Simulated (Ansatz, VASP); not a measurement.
Sb in VASP and in Ansatz

```
CELL_PARAMETERS angstrom
6.22092 -6.22092 3.11046
-6.22092 3.11046 6.22092
-6.22092 -3.11046 -6.22092
ATOMIC_POSITIONS crystal
Sb 0.19819 0.30038 0.90150
Sb 0.39707 0.59888 0.79819
Sb 0.60000 0.90000 0.70000
Sb 0.00181 0.49962 0.49850
Sb 0.19819 0.79669 0.39780
Sb 0.60145 0.15583 0.94561
Sb 0.80228 0.45733 0.84496
Sb 0.10000 0.90000 0.70000
Sb 0.39772 0.34267 0.55504
Sb 0.59855 0.64417 0.45439
Sb 0.79061 0.94710 0.34351
Sb 0.98912 0.24603 0.24309
Sb 0.21088 0.55397 0.15691
Sb 0.40939 0.85290 0.05649
Sb 0.80293 0.20112 0.60181
Sb 0.39707 0.09888 0.29819
Sb 0.60000 0.40000 0.20000
Sb 0.80293 0.70112 0.10181
Sb 0.00181 0.00331 0.00220
```

Alike in both runs: task single point; functional PBE; k mesh 4 × 4 × 4; occupations gaussian, width 0.1 eV; no spin polarisation.

```csv
,VASP,Ansatz
version,VASP 6.6.1,Ansatz 0.2.0
potentials or method,"VASP PAW PBE potentials, release 64 (Sb), cutoff 520 eV","scalar-relativistic, plane waves, PAW"
valence electrons in the cell,95,285
```

VASP gave:

| Quantity | Value |
| --- | --- |
| gap on the k mesh at the Fermi level (eV) | none |
| pressure (GPa) | -1.5 |
| traceless stress, the component that is largest in VASP (GPa) | 0.21 |
| rms of the force components (eV/Å) | 0.146 |

**Question.** Which values does Ansatz return?

**Answer.** gap on the k mesh at the Fermi level (eV): none; pressure (GPa): -1.4; traceless stress, the component that is largest in VASP (GPa): 0.20; rms of the force components (eV/Å): 0.147.

Atom by atom the forces differ by 0.004 eV/Å (rms over components). A gap of «none» marks a metal or a gap that the smearing closes. VASP's potentials hold 95 valence electrons a cell and Ansatz's 285, so a difference there can come from the potentials and not from the codes.

Neither program's run includes spin-orbit coupling.
